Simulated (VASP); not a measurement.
# HCl (Pm-3m) in VASP: single point with r2SCAN

Aim: the single point of HCl with r2SCAN.

Everything below comes from runs of VASP 6.6.1. Logs are shortened: lines on timing, memory, paths and dates and some standing lists are left out, and cuts for length are marked.

## (1) The cell of the first run

Symmetry: Pm-3m, No. 221, cubic system. The conventional cell has a = 3.449 Å, b = 3.449 Å, c = 3.449 Å, α = 90.00°, β = 90.00°, γ = 90.00°. Within 3.9 Å of H (site symmetry m-3m) lie 8 Cl at 2.99 Å and 6 H at 3.45 Å. Cl (site symmetry m-3m) has 8 H at 2.99 Å and 6 Cl at 3.45 Å within 3.9 Å.

## (2) Single point, r2SCAN

File POSCAR:

```
HCl
1.0
   -1.1496779580      2.2993559161      2.2993559161
    2.2993559161     -1.1496779580      2.2993559161
    2.2993559161      2.2993559161     -1.1496779580
H Cl
1 1
Direct
    0.0000000000      0.0000000000      0.0000000000
    0.5000000000      0.5000000000      0.5000000000
```

File INCAR.step1:

```
SYSTEM = HCl
  ALGO = Normal
  EDIFF = 1E-4
  ENCUT = 520
  GGA = PE
  ISMEAR = 0
  LASPH = .True.
  LCHARG = .False.
  LREAL = .False.
  LWAVE = .True.
  NBANDS = 11
  NELM = 100
  PREC = Accurate
  SIGMA = 0.15
```

File INCAR.step2:

```
SYSTEM = HCl
  ALGO = Normal
  EDIFF = 1E-7
  ENCUT = 520
  ISIF = 2
  ISMEAR = 0
  ISTART = 1
  LASPH = .True.
  LCHARG = .False.
  LMIXTAU = .True.
  LREAL = .False.
  LWAVE = .False.
  METAGGA = R2SCAN
  NBANDS = 11
  NELM = 100
  PREC = Accurate
  SIGMA = 0.15
```

File KPOINTS:

```
k-points
0
Gamma
  16 16 16
  0 0 0
```

Potentials or basis: VASP PAW PBE potentials, release 64 (H, Cl).

Launch:

```sh
$ cat potpaw_PBE.64/H/POTCAR potpaw_PBE.64/Cl/POTCAR > POTCAR
$ cp INCAR.step1 INCAR
$ mpirun -np 1 vasp_std > vasp.out
$ cp INCAR.step2 INCAR
$ mpirun -np 1 vasp_std > vasp.out
```

OUTCAR:

```text
SYSTEM = HCl
   EDIFF = 1E-7
   ENCUT = 520
   ISIF = 2
   ISMEAR = 0
   ISTART = 1
   LASPH = .True.
   LREAL = .False.
   METAGGA = R2SCAN
   NELM = 100
   PREC = Accurate

 ion  position               nearest neighbor table
   1  0.000  0.000  0.000-
   2  0.500  0.500  0.500-

  LATTYP: Found a simple cubic cell.
 ALAT       =     3.4490338741

  Lattice vectors:

 A1 = (  -1.1496779580,   2.2993559161,   2.2993559161)
 A2 = (   2.2993559161,  -1.1496779580,   2.2993559161)
 A3 = (   2.2993559161,   2.2993559161,  -1.1496779580)

Analysis of symmetry for initial positions (statically):
=====================================================================
 Subroutine PRICEL returns:
 Original cell was already a primitive cell.

 Routine SETGRP: Setting up the symmetry group for a
 simple cubic supercell.

 Subroutine GETGRP returns: Found 48 space group operations
 (whereof 48 operations were pure point group operations)
 out of a pool of 48 trial point group operations.

The static configuration has the point symmetry O_h .

Analysis of symmetry for dynamics (positions and initial velocities):
=====================================================================
 Subroutine PRICEL returns:
 Original cell was already a primitive cell.

 Routine SETGRP: Setting up the symmetry group for a
 simple cubic supercell.

 Subroutine GETGRP returns: Found 48 space group operations
 (whereof 48 operations were pure point group operations)
 out of a pool of 48 trial point group operations.

The dynamic configuration has the point symmetry O_h .

 Subroutine INISYM returns: Found 48 space group operations
 (whereof 48 operations are pure point group operations),
 and found     1 'primitive' translations

----------------------------------------------------------------------------------------

                                     Primitive cell

  volume of cell :      41.0291

  direct lattice vectors                    reciprocal lattice vectors
    -1.149677958  2.299355916  2.299355916    -0.096645422  0.193290843  0.193290843
     2.299355916 -1.149677958  2.299355916     0.193290843 -0.096645422  0.193290843
     2.299355916  2.299355916 -1.149677958     0.193290843  0.193290843 -0.096645422

  length of vectors
     3.449033874  3.449033874  3.449033874     0.289936265  0.289936265  0.289936265

  position of ions in fractional coordinates (direct lattice)
     0.000000000  0.000000000  0.000000000
[... 80 lines left out ...]
   EDIFFG = 0.1E-05   stopping-criterion for IOM
   NSW    =      0    number of steps for IOM
   IBRION =     -1    ionic relax: 0-MD 1-quasi-New 2-CG
   NFREE  =      0    steps in history (QN), initial steepest desc. (CG)
   ISIF   =      2    stress and relaxation
   ISYM   =      2    0-nonsym 1-usesym 2-fastsym
   POTIM  = 0.5000    time-step for ionic-motion
   TEBEG  =    0.0;   TEEND  =   0.0 temperature during run
   PSTRESS=    0.0 pullay stress
   NELECT =       8.0000    total number of electrons
   NUPDOWN=      -1.0000    fix difference up-down
   EMIN   =  10.00;   EMAX   =-10.00  energy-range for DOS
   EFERMI =   0.00;   METHOD = LEGACY
   ISMEAR =     0;   SIGMA  =   0.15  broadening in eV -4-tet -1-fermi 0-gaus
   EFERMI_NEDOS =   21; number of points for ismear=-14 and -15
   IALGO  =     38    algorithm
   IMIX   =      4    mixing-type and parameters
     AMIX     =   0.40;   BMIX     =  1.00
     AMIX_MAG =   1.60;   BMIX_MAG =  1.00
  volume/ion in A,a.u.               =      20.51       138.44
  Fermi-wavevector in a.u.,A,eV,Ry     =   0.949308  1.793933 12.261388  0.901187
  Thomas-Fermi vector in A             =   2.077579
   LORBIT       =      0    0 simple, 1 ext, 2 COOP (PROOUT), +10 PAW based schemes
   METAGGA = R2SCAN    functional components
   LHFCALC =     F    Hartree Fock is set to
   AEXX    =    0.0000 exact exchange contribution
   IVDW    =     0    specifies the selected vdW correction
   LEPSILON=     F    determine dielectric tensor
   LRPA    =     F    only Hartree local field effects (RPA)
 non-spin polarized calculation
 Gauss-broadening in eV      SIGMA  =   0.15
  energy-cutoff  :      520.00
  volume of cell :       41.03
 maximum number of plane-waves:      1141
 NGX is ok and might be reduce to    28
   NGX = 13   NGY = 13   NGZ = 13

 number of electron       7.9999998 magnetization

 Free energy of the ion-electron system (eV)
  ---------------------------------------------------
  ext. energy  EPLUGINS =         0.00000000
  ---------------------------------------------------
  free energy    TOTEN  =        -6.29417083 eV

  energy without entropy =       -6.26624473  energy(sigma->0) =       -6.28020778

 E-fermi :  -2.1108     XC(G=0):  -8.0051

 val. band max:       -2.1129023208   @ k =   0.5000   0.3750   0.0625
 cond. band min:      -2.1107286536   @ k =   0.5000   0.2500   0.0000
 fundamental gap:      0.0021736671
 Fermi energy:        -2.1107630122

 k-point     1 :       0.0000    0.0000    0.0000
  band No.  band energies     occupation
      1     -16.2238      2.00000
      2      -2.9764      2.00000
      3      -2.4727      1.99936
      4      -2.4727      1.99936
      5      -2.4727      1.99936
      6       8.9639      0.00000
      7       8.9639      0.00000
      8      10.7568      0.00000
      9      14.7930      0.00000
     10      14.7930      0.00000
     11      14.7930      0.00000
[... 309 lines left out ...]
 k-point    24 :       0.5000    0.1250    0.0000
  band No.  band energies     occupation
      1     -15.8375      2.00000
      2      -5.4193      2.00000
      3      -2.5550      1.99997
      4      -2.1846      1.51381
      5      -0.9587      0.00000
      6       7.0784      0.00000
      7      10.6771      0.00000
      8      10.7450      0.00000
      9      11.4380      0.00000
     10      14.1456      0.00000
     11      15.8050      0.00000

 [... further k-points ...]
[... 5 lines left out ...]
  --------------------------------------------------------------------------------------
  -------------------------------------------------------------------------------------
  Total       -1.8397772     -1.8397772     -1.8397772     -0.0000000     -0.0000000     -0.0000000
  in kB      -71.8428292    -71.8428292    -71.8428292     -0.0000000     -0.0000000     -0.0000000
  external PRESSURE =     -71.8428292 kB  Pullay stress =       0.0000000 kB

 VOLUME and BASIS-vectors are now :
 -----------------------------------------------------------------------------
  energy-cutoff  :      520.00
  volume of cell :       41.03
      direct lattice vectors                 reciprocal lattice vectors
    -1.149677958  2.299355916  2.299355916    -0.096645422  0.193290843  0.193290843
     2.299355916 -1.149677958  2.299355916     0.193290843 -0.096645422  0.193290843
     2.299355916  2.299355916 -1.149677958     0.193290843  0.193290843 -0.096645422

 POSITION                                       TOTAL-FORCE (eV/Angst)
 -----------------------------------------------------------------------------------
      0.00000      0.00000      0.00000         0.000000     -0.000000     -0.000000
      1.72452      1.72452      1.72452        -0.000000      0.000000      0.000000
 -----------------------------------------------------------------------------------
    total drift:                                0.000000      0.000000      0.000000

  FREE ENERGIE OF THE ION-ELECTRON SYSTEM (eV)
  ---------------------------------------------------
  free  energy   TOTEN  =        -6.2941708251 eV

  energy  without entropy=       -6.2662447280  energy(sigma->0) =       -6.28020778
```

OSZICAR.step1:

```text
N       E                     dE             d eps       ncg     rms          rms(c)
DAV:   1     0.296535200839E+02    0.29654E+02   -0.31992E+03  3638   0.569E+02
DAV:   2    -0.478691594062E+00   -0.30132E+02   -0.28831E+02  4434   0.102E+02
DAV:   3    -0.277060832950E+01   -0.22919E+01   -0.22689E+01  4369   0.305E+01
DAV:   4    -0.278608959394E+01   -0.15481E-01   -0.15480E-01  4207   0.299E+00
DAV:   5    -0.278625021408E+01   -0.16062E-03   -0.16062E-03  4626   0.299E-01    0.439E+00
DAV:   6    -0.236187985619E+01    0.42437E+00   -0.62672E+00  3911   0.442E+00    0.378E+00
DAV:   7    -0.220274277139E+01    0.15914E+00   -0.19189E+00  3831   0.285E+00    0.197E+00
DAV:   8    -0.241077642727E+01   -0.20803E+00   -0.26903E+00  4065   0.204E+00    0.421E+00
DAV:   9    -0.214389060094E+01    0.26689E+00   -0.70372E-01  3932   0.156E+00    0.732E-01
DAV:  10    -0.214313550185E+01    0.75510E-03   -0.55742E-03  3981   0.451E-01    0.583E-01
DAV:  11    -0.214304905406E+01    0.86448E-04   -0.46665E-05  2672   0.466E-02
   1 F= -.21430491E+01 E0= -.21245301E+01  d E =-.370379E-01
```

Run time: 2 min. Hardware: 1 thread of Intel Xeon 6975P-C (Granite Rapids), shared host; peak memory 0.2 GiB.

Results:

```yaml
Free_energy: -6.2942 eV
Pressure: -7.2 GPa
Band_gap_on_the_k_mesh: zero (band 4 reaches -2.04 eV, above the bottom of band 5 at -2.47 eV)
```

Levels at points of the mesh, in eV from the Fermi level:
```
           k point  band 2  band 3  band 4  band 5  band 6  band 7
(0.00, 0.00, 0.00)   -0.87   -0.36   -0.36   -0.36   11.07   11.07
(0.50, 0.00, 0.00)   -3.44   -0.10   -0.10    1.33    8.76   12.52
(0.50, 0.50, 0.00)   -2.04   -2.04   -0.43    0.11   12.46   12.60
(0.50, 0.50, 0.50)   -1.58   -1.58   -1.58    0.25    8.72    8.72
```

Caveat: the PAW data sets were made with another functional, which shifts forces and pressure a little.
